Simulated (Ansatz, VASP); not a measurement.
# Ge in VASP and in Ansatz

```
Ge
1.0
     5.08140    0.00000    0.00000
     0.00000    5.08140    0.00000
     0.00000    0.00000    3.00790
Ge
4
Direct
  0.74951 0.74951 0.00000
  0.25049 0.25049 0.00000
  0.75049 0.24951 0.50000
  0.24951 0.75049 0.50000
```

Alike in both runs: functional PBE; k mesh 10 × 10 × 14; occupations gaussian, width 0.1 eV; no spin polarisation.

Ansatz relaxed the structure, and its values are those at the end. VASP's run is a single point on that final structure, the one shown.

|  | VASP | Ansatz |
| --- | --- | --- |
| version | VASP 6.6.1 | Ansatz 0.2.0 |
| potentials or method | VASP PAW PBE potentials, release 64 (Ge_d), cutoff 520 eV | scalar-relativistic, plane waves, PAW |
| valence electrons in the cell | 56 | 56 |

```csv
,VASP,Ansatz,Ansatz less VASP
gap on the k mesh at the Fermi level (eV),none,none,-
pressure (GPa),0.0,0.0,+0.03
```

A gap of «none» marks a metal or a gap that the smearing closes.
